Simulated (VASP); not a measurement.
Set up this calculation in VASP 6.6.1, as the native input.

```
Task                   : single point
Functional             : LDA
Potentials or basis    : VASP PAW LDA potentials, release 64 (Ga_d)
Cutoff                 : 520 eV
k mesh                 : 16 × 16 × 16
Occupations            : fermi-dirac, width 0.08 eV
Spin                   : no spin polarisation
Dipole correction      : no
Further INCAR settings : ALGO = Normal; EDIFF = 1e-06; NBANDS = 20
```

The structure of Ga lies in POSCAR:

```
Ga
1.0
   -2.3669721805      2.3669721805      1.2414021506
    2.3669721805     -2.3669721805      1.2414021506
    2.3669721805      2.3669721805     -1.2414021506
Ga
2
Direct
   -0.3750000000     -0.1250000000     -0.2500000000
    0.3750000000      0.1250000000      0.2500000000
```

These files were run (other wordings do the same):

INCAR

```
  PREC = Accurate
  ENCUT = 520
  EDIFF = 1E-6
  ISMEAR = -1
  SIGMA = 0.08
  LREAL = False
  LASPH = True
  NELM = 100
  ALGO = Normal
  ISIF = 2
  LWAVE = False
  LCHARG = True
  LELF = True
  LVHAR = True
  NBANDS = 20
```

KPOINTS

```
Automatic mesh
0
Gamma
  16 16 16
```

Potentials or basis: VASP PAW LDA potentials, release 64 (Ga_d).

The run is started by

```console
$ cat potpaw_LDA.64/Ga_d/POTCAR > POTCAR
$ mpirun -np 1 vasp_std > vasp.out
```

Results of the run:

The pressure is 29.4 GPa. The band gap on the k mesh is zero (band 13 reaches 11.78 eV, above the bottom of band 14 at 2.34 eV).

Run time: 2 min on 1 thread of Intel Xeon 6975P-C, on a shared host, peak memory 0.27 GiB.
